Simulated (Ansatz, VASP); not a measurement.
## Two plane-wave programs on Zr2Zn2N3

```xyz
7
Lattice="4.2953 0.0000 0.0000 0.0000 4.2953 0.0000 0.0000 0.0000 6.1146" Properties=species:S:1:pos:R:3 pbc="T T T"
Zr    0.0000    2.1476    4.5406
Zr    2.1476    0.0000    4.5406
Zn    0.0000    2.1476    1.2815
Zn    2.1476    0.0000    1.2815
N     2.1476    2.1476    2.4449
N     2.1476    2.1476    3.8937
N     0.0000    0.0000    4.6887
```

Alike in both runs: functional PBE; k mesh 4 × 4 × 4; occupations gaussian, width 0.1 eV; no spin polarisation.

Ansatz relaxed the structure, and its values are those at the end. VASP's run is a single point on that final structure, the one shown.

|  | VASP | Ansatz |
| --- | --- | --- |
| version | VASP 6.6.1 | Ansatz 0.2.0 |
| potentials or method | VASP PAW PBE potentials, release 64 (Zr_sv, Zn, N), cutoff 520 eV | scalar-relativistic, plane waves, PAW |
| valence electrons in the cell | 63 | 63 |

|  | VASP | Ansatz | Ansatz less VASP |
| --- | --- | --- | --- |
| gap on the k mesh at the Fermi level (eV) | none | none | - |
| pressure (GPa) | 0.2 | 0.0 | -0.18 |
| rms of the force components (eV/Å) | 0.022 | 0.001 | -0.0213 |

A gap of «none» marks a metal or a gap that the smearing closes. The functional is the same, so the differences come from potentials, cutoffs and numerics.

The k mesh is coarse, so the values compare programs but aren't converged.
